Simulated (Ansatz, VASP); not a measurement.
## KZnF3: VASP beside Ansatz

```
K Zn F
1.0
     4.05000    0.00000    0.00000
     0.00000    4.65750    0.00000
     0.00000    0.00000    4.05000
K Zn F
1 1 3
Direct
  0.00000 0.00000 0.00000
  0.50000 0.50000 0.50000
  0.50000 0.50000 0.00000
  0.00000 0.50000 0.50000
  0.50000 0.00000 0.50000
```

Change from the starting cell: strain +0.1500 x Voigt [0, 1, 0, 0, 0, 0], atoms carried along.

Alike in both runs: task single point; functional PBE; k mesh 6 × 6 × 6; occupations gaussian, width 0.05 eV; no spin polarisation.

|  | VASP | Ansatz |
| --- | --- | --- |
| version | VASP 6.6.1 | Ansatz 0.2.0 |
| potentials or method | VASP PAW PBE potentials, release 64 (K_sv, Zn, F), cutoff 520 eV | scalar-relativistic, plane waves, PAW |
| valence electrons in the cell | 42 | 42 |

```tsv
	VASP	Ansatz	Ansatz less VASP
gap on the k mesh at the Fermi level (eV)	3.21	3.27	+0.056
least direct gap on the mesh (eV)	4.33	4.37	+0.031
pressure (GPa)	-3.2	-3.3	-0.16
traceless stress, the component that is largest in VASP (GPa)	-3.56	-3.31	+0.248
```

With one functional, cell and mesh, what is left measures potentials, basis and numerics.
